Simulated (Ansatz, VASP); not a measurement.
SnS2: VASP beside Ansatz

```
S Sn
1.0
     3.65131    0.00000    0.00000
     0.00000    8.75824    0.00000
     0.00000    0.00000   26.60781
S Sn
12 6
Direct
  0.00000 0.46402 0.28187
  0.00000 0.05739 0.30705
  0.50000 0.72473 0.36409
  0.50000 0.31810 0.38927
  0.00000 0.98544 0.44630
  0.00000 0.57881 0.47148
  0.50000 0.24615 0.52852
  0.50000 0.83952 0.55370
  0.00000 0.50686 0.61073
  0.00000 0.10023 0.63591
  0.50000 0.76757 0.69295
  0.50000 0.36094 0.71813
  0.50000 0.26071 0.29446
  0.00000 0.52142 0.37668
  0.50000 0.78213 0.45889
  0.00000 0.04284 0.54111
  0.50000 0.30354 0.62332
  0.00000 0.56425 0.70554
```

Alike in both runs: task single point; functional r2SCAN; k mesh 7 × 3 × 1; occupations gaussian, width 0.05 eV; no spin polarisation.

|  | VASP | Ansatz |
| --- | --- | --- |
| version | VASP 6.6.1 | Ansatz 0.2.0 |
| potentials or method | VASP PAW PBE potentials, release 64 (S, Sn_d), cutoff 440 eV | scalar-relativistic, plane waves, PAW |
| valence electrons in the cell | 156 | 156 |

VASP gave:

```
gap on the k mesh at the Fermi level (eV) : 1.21
least direct gap on the mesh (eV)         : 1.26
rms of the force components (eV/Å)        : 0.599
```

**Question.** Which values does Ansatz return?

**Answer.** gap on the k mesh at the Fermi level (eV): 1.22; least direct gap on the mesh (eV): 1.27; rms of the force components (eV/Å): 0.595.

VASP's potentials were made for PBE, not for r2SCAN. Ansatz's warnings: xc potential rough in thin density.
